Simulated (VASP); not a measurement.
# CoO (Fm-3m) in VASP: further runs, part 2 of 2

VASP 6.6.1. Earlier steps stand in the parts before.

## (4) Single point, PBE, collinear spin, ferromagnetic start

INCAR reads:

```
SYSTEM = CoO
ALGO     = Normal         ! electronic algorithm
EDIFF    = 1E-6           ! SCF threshold, eV
ENCUT    = 520            ! plane-wave cutoff, eV
GGA      = PE             ! functional
ISIF     = 2              ! what is computed and relaxed
ISMEAR   = 0              ! smearing method
ISPIN    = 2              ! spin polarisation
LASPH    = .True.         ! aspherical terms in the spheres
LCHARG   = .True.         ! write CHGCAR
LELF     = .True.         ! ELF
LMAXMIX  = 4              ! l up to which the mixer works
LORBIT   = 11             ! projections on sites
LREAL    = .False.        ! projectors in reciprocal space
LVHAR    = .True.       
LWAVE    = .False.        ! write WAVECAR
MAGMOM   = 2 0            ! initial moments
NBANDS   = 18             ! bands
NELM     = 150            ! most SCF steps
PREC     = Accurate       ! precision mode
SIGMA    = 0.020999999999999998 ! smearing width, eV
```

KPOINTS reads:

```
k-points
0
Gamma
  11 11 11
  0 0 0
```

POSCAR reads:

```
CoO
1.0
    0.0000000000      2.1315000000      2.1315000000
    2.1315000000      0.0000000000      2.1315000000
    2.1315000000      2.1315000000      0.0000000000
Co O
1 1
Direct
    0.0000000000      0.0000000000      0.0000000000
    0.5000000000      0.5000000000      0.5000000000
```

Launch:

```console
$ cat potpaw_PBE.64/Co/POTCAR potpaw_PBE.64/O/POTCAR > POTCAR
$ mpirun -np 1 vasp_std > vasp.out
```

Run time: 47 s. Hardware: 1 thread of Intel Xeon Platinum 8488C (Sapphire Rapids), shared host; peak memory 0.16 GiB.

The run converged. Its results:

| Property | Result |
| --- | --- |
| Free energy | -13.0457 eV |
| Pressure | -2.4 GPa |
| Net moment | 2.93 μB per cell |
| Site moments | Co +2.57; O +0.31 μB |
| Valence electrons inside the program's atomic spheres | Co 7.79; O 4.98 |

Levels at points of the mesh, in eV from the Fermi level:
Spin up:
```csv
k point,band 7,band 8,band 9,band 10,band 11,band 12
"(0.00, 0.00, 0.00)",-3.09,-3.09,-3.09,0.98,16.84,18.11
```
Spin down:
```csv
k point,band 4,band 5,band 6,band 7,band 8,band 9
"(0.00, 0.00, 0.00)",-2.55,-1.10,-1.10,-1.10,0.05,0.05
```

Caveat: a cell with one magnetic atom can't hold antiferromagnetic order, which such compounds often take; semilocal functionals often make such compounds metallic where correlation or magnetic order opens a gap, which also shifts bond lengths.

## (5) Single point, PBE, collinear spin, ferromagnetic start

INCAR reads:

```
SYSTEM = CoO
  PREC = Accurate
  ENCUT = 520
  EDIFF = 1E-7
  ISMEAR = 0
  SIGMA = 0.023
  LREAL = .FALSE.
  LASPH = .TRUE.
  NELM = 150
  ALGO = Normal
  ISIF = 2
  LWAVE = .FALSE.
  LCHARG = .FALSE.
  ISPIN = 2
  MAGMOM = 2 0
  LORBIT = 11
  LMAXMIX = 4
  GGA = PE
  NBANDS = 18
```

KPOINTS reads:

```
Automatic mesh
0
G
  11 11 11
  0 0 0
```

POSCAR is that of step 4.

Potentials or basis: VASP PAW PBE potentials, release 64 (Co, O).

Launch:

```console
$ cat potpaw_PBE.64/Co/POTCAR potpaw_PBE.64/O/POTCAR > POTCAR
$ mpirun -np 1 vasp_std > vasp.out
```

OUTCAR:

```text
SYSTEM = CoO
   PREC = Accurate
   ENCUT = 520
   EDIFF = 1E-7
   ISMEAR = 0
   LREAL = .FALSE.
   LASPH = .TRUE.
   NELM = 150
   ISIF = 2
   ISPIN = 2
   LORBIT = 11
   GGA = PE

 ion  position               nearest neighbor table
   1  0.000  0.000  0.000-   2 2.13   2 2.13   2 2.13   2 2.13   2 2.13   2 2.13
   2  0.500  0.500  0.500-   1 2.13   1 2.13   1 2.13   1 2.13   1 2.13   1 2.13

  LATTYP: Found a face centered cubic cell.
 ALAT       =     4.2630000000

  Lattice vectors:

 A1 = (   0.0000000000,   2.1315000000,   2.1315000000)
 A2 = (   2.1315000000,   0.0000000000,   2.1315000000)
 A3 = (   2.1315000000,   2.1315000000,   0.0000000000)

Analysis of symmetry for initial positions (statically):
[... 25 lines left out ...]
The dynamic configuration has the point symmetry O_h .

Analysis of structural, dynamic, and magnetic symmetry:
=====================================================================
 Subroutine PRICEL returns:
[... 7 lines left out ...]
 out of a pool of 48 trial point group operations.

The overall configuration has the point symmetry O_h .

 Subroutine INISYM returns: Found 48 space group operations
[... 5 lines left out ...]
                                     Primitive cell
[... 657 lines left out ...]
  band No.  band energies     occupation
      1     -11.7828      1.00000
      2       5.3401      1.00000
      3       5.3401      1.00000
      4       5.3401      1.00000
      5       6.7816      1.00000
      6       6.7817      1.00000
[... 493 lines left out ...]
     17      36.2264      0.00000
     18      37.9880      0.00000

 [... further k-points ...]
[... 5 lines left out ...]
  --------------------------------------------------------------------------------------
  -------------------------------------------------------------------------------------
  Total       -0.2897410     -0.2897410     -0.2897410      0.0000000     -0.0000000     -0.0000000
  in kB      -23.9681533    -23.9681533    -23.9681533      0.0000000     -0.0000000     -0.0000000
  external PRESSURE =     -23.9681533 kB  Pullay stress =       0.0000000 kB

 VOLUME and BASIS-vectors are now :
 -----------------------------------------------------------------------------
  energy-cutoff  :      520.00
  volume of cell :       19.37
      direct lattice vectors                 reciprocal lattice vectors
     0.000000000  2.131500000  2.131500000    -0.234576589  0.234576589  0.234576589
     2.131500000  0.000000000  2.131500000     0.234576589 -0.234576589  0.234576589
     2.131500000  2.131500000  0.000000000     0.234576589  0.234576589 -0.234576589

 POSITION                                       TOTAL-FORCE (eV/Angst)
 -----------------------------------------------------------------------------------
      0.00000      0.00000      0.00000         0.000000      0.000000      0.000000
      2.13150      2.13150      2.13150         0.000000      0.000000      0.000000
 -----------------------------------------------------------------------------------
    total drift:                                0.000000     -0.000000     -0.000000

  FREE ENERGIE OF THE ION-ELECTRON SYSTEM (eV)
  ---------------------------------------------------
  free  energy   TOTEN  =       -13.0457972098 eV

  energy  without entropy=      -13.0446095403  energy(sigma->0) =      -13.04520338

 total charge

# of ion       s       p       d       tot
------------------------------------------
    1        0.293   0.355   7.141   7.788
    2        1.556   3.423   0.000   4.979
--------------------------------------------------
tot          1.849   3.777   7.141  12.767

 magnetization (x)

# of ion       s       p       d       tot
------------------------------------------
    1        0.021   0.018   2.532   2.571
    2        0.029   0.277   0.000   0.306
--------------------------------------------------
tot          0.049   0.295   2.532   2.876
```

OSZICAR:

```text
N       E                     dE             d eps       ncg     rms          rms(c)
DAV:   1     0.777044797381E+02    0.77704E+02   -0.65255E+03  4168   0.954E+02
DAV:   2    -0.104242424842E+02   -0.88129E+02   -0.76074E+02  4286   0.221E+02
DAV:   3    -0.153931455470E+02   -0.49689E+01   -0.48224E+01  4776   0.560E+01
DAV:   4    -0.154442809210E+02   -0.51135E-01   -0.51096E-01  4908   0.540E+00
DAV:   5    -0.154454431512E+02   -0.11622E-02   -0.11620E-02  4918   0.809E-01    0.169E+01
DAV:   6    -0.143522460619E+02    0.10932E+01   -0.17223E+01  5194   0.609E+01    0.205E+01
DAV:   7    -0.131682062191E+02    0.11840E+01   -0.73388E+00  5036   0.477E+01    0.826E+00
DAV:   8    -0.130608908966E+02    0.10732E+00   -0.42556E-01  5694   0.996E+00    0.411E+00
DAV:   9    -0.130713067819E+02   -0.10416E-01   -0.25376E-01  6010   0.811E+00    0.300E+00
DAV:  10    -0.130462894654E+02    0.25017E-01   -0.11252E-01  5920   0.629E+00    0.406E-01
DAV:  11    -0.130459212672E+02    0.36820E-03   -0.15117E-02  5496   0.148E+00    0.347E-01
DAV:  12    -0.130457765375E+02    0.14473E-03   -0.15546E-03  5884   0.621E-01    0.449E-02
DAV:  13    -0.130458088522E+02   -0.32315E-04   -0.94576E-05  4742   0.875E-02    0.790E-02
DAV:  14    -0.130457981411E+02    0.10711E-04   -0.81734E-06  5822   0.302E-02    0.302E-02
DAV:  15    -0.130457970421E+02    0.10990E-05   -0.73916E-06  5770   0.501E-02    0.692E-03
DAV:  16    -0.130457971614E+02   -0.11933E-06   -0.22673E-06  6186   0.192E-02    0.223E-03
DAV:  17    -0.130457972098E+02   -0.48354E-07   -0.12736E-07  3432   0.287E-03
   1 F= -.13045797E+02 E0= -.13045203E+02  d E =-.118767E-02  mag=     2.9270
```

Run time: 40 s. Hardware: 1 thread of Intel Xeon Platinum 8488C (Sapphire Rapids), shared host; peak memory 0.16 GiB.

Results:

```yaml
Free_energy: -13.0458 eV
Pressure: -2.4 GPa
Net_moment: 2.93 μB per cell
Site_moments: Co +2.57; O +0.31 μB
Valence_electrons_inside_the_program's_atomic_spheres: Co 7.79; O 4.98
```

Caveat: a cell with one magnetic atom can't hold antiferromagnetic order, which such compounds often take; semilocal functionals often make such compounds metallic where correlation or magnetic order opens a gap, which also shifts bond lengths. With open d or f shells a metallic result of PBE can be an artefact of self-interaction; +U or a hybrid may open a gap.

## (6) Single point, PBE, collinear spin, ferromagnetic start

INCAR reads:

```
PREC = Accurate
ENCUT = 520
EDIFF = 1E-7
ISMEAR = 0
SIGMA = 0.025
LREAL = False
LASPH = True
NELM = 150
ALGO = Normal
ISIF = 2
LWAVE = False
LCHARG = False
ISPIN = 2
MAGMOM = 2 0
LORBIT = 11
LMAXMIX = 4
GGA = PE
NBANDS = 18
```

KPOINTS reads:

```
Automatic mesh
0
Gamma
  11 11 11
```

POSCAR is that of step 5.

Potentials or basis: VASP PAW PBE potentials, release 64 (Co, O).

Launch:

```console
$ cat potpaw_PBE.64/Co/POTCAR potpaw_PBE.64/O/POTCAR > POTCAR
$ mpirun -np 1 vasp_std > vasp.out
```

It took 45 s on 1 thread of Intel Xeon Platinum 8488C (Sapphire Rapids), shared host; peak memory 0.16 GiB.

Results (log left out):

- Free energy: -13.0459 eV
- Pressure: -2.4 GPa
- Net moment: 2.93 μB per cell
- Site moments: Co +2.57; O +0.30 μB
- Valence electrons inside the program's atomic spheres: Co 7.79; O 4.98

Levels at points of the mesh, in eV from the Fermi level:
Spin up:
| k point | band 7 | band 8 | band 9 | band 10 | band 11 | band 12 |
| --- | --- | --- | --- | --- | --- | --- |
| (0.00, 0.00, 0.00) | -3.08 | -3.08 | -3.08 | 0.98 | 16.84 | 18.11 |
Spin down:
```csv
k point,band 4,band 5,band 6,band 7,band 8,band 9
"(0.00, 0.00, 0.00)",-2.55,-1.10,-1.10,-1.10,0.06,0.06
```

Caveat: a cell with one magnetic atom can't hold antiferromagnetic order, which such compounds often take; semilocal functionals often make such compounds metallic where correlation or magnetic order opens a gap, which also shifts bond lengths. With open d or f shells a metallic result of PBE can be an artefact of self-interaction; +U or a hybrid may open a gap.

## (7) The runs side by side

```csv
smearing,gap on the mesh (eV),pressure (GPa),moment (μB)
gaussian 0.017 eV,none,-2.4,2.93
gaussian 0.018 eV,none,-2.4,2.93
gaussian 0.021 eV,none,-2.4,2.93
gaussian 0.023 eV,none,-2.4,2.93
gaussian 0.025 eV,none,-2.4,2.93
```

Alike in all rows: task single point; level PBE; potentials or basis VASP PAW PBE potentials, release 64 (Co, O); spin collinear, ferromagnetic start; cell as given; k mesh 11 × 11 × 11; cutoff (eV) 520.

Every run on the cell as given and a fine mesh finds a metal.

Caveats: a cell with one magnetic atom can't hold antiferromagnetic order, which such compounds often take; semilocal functionals often make such compounds metallic where correlation or magnetic order opens a gap, which also shifts bond lengths.

Absolute energies hang on the potentials; compare differences alone.
